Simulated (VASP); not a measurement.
Wanted: the native input for a VASP 6.6.1 run.

* Task: relaxation of shape and atoms at fixed volume
* Functional: PBEsol
* Potentials or basis: VASP PAW PBE potentials, release 64 (Ca_sv, B)
* Cutoff: 600 eV
* k mesh: 12 × 12 × 8
* Occupations: gaussian, width 0.05 eV
* Spin: no spin polarisation
* Dipole correction: no
* Further INCAR settings: ALGO = Normal; EDIFF = 1e-07; IBRION = 2; EDIFFG = -0.01; NSW = 60; ISIF = 4

The structure of CaB2 lies in POSCAR:

```
CaB2
1.0
    3.1780922701      0.0000000000      0.0000000000
   -1.5890461350      2.7523086415      0.0000000000
    0.0000000000      0.0000000000      3.9974027566
Ca B
1 2
Direct
    0.0000000000      0.0000000000      0.0000000000
    0.3333333333      0.6666666667      0.5000000000
    0.6666666667      0.3333333333      0.5000000000
```

This cell differs from its parent crystal: volume scaled by 0.980.

These files were run (other wordings do the same):

INCAR

```
PREC = Accurate
ENCUT = 600
EDIFF = 1E-7
ISMEAR = 0
SIGMA = 0.05
LREAL = F
LASPH = T
NELM = 100
ALGO = Normal
ISIF = 4
LWAVE = F
LCHARG = F
GGA = PS
IBRION = 2
NSW = 60
EDIFFG = -0.01
```

KPOINTS

```
Automatic mesh
0
Gamma
  12 12 8
```

Potentials or basis: VASP PAW PBE potentials, release 64 (Ca_sv, B).

The run is started by

```console
$ cat potpaw_PBE.64/Ca_sv/POTCAR potpaw_PBE.64/B/POTCAR > POTCAR
$ mpirun -np 1 vasp_std > vasp.out
```

It gave:

```yaml
Pressure_after_relaxing: 3.1 GPa
Band_gap_on_the_k_mesh: zero (band 8 reaches 5.85 eV, above the bottom of band 9 at 4.19 eV)
```

Caveat: the relaxation stopped at its first step, so nothing moved; the PAW data sets were made with another functional, which shifts forces and pressure a little.

Wall time 40 s on 1 thread of Intel Xeon 6975P-C (shared host), peak memory 0.2 GiB.
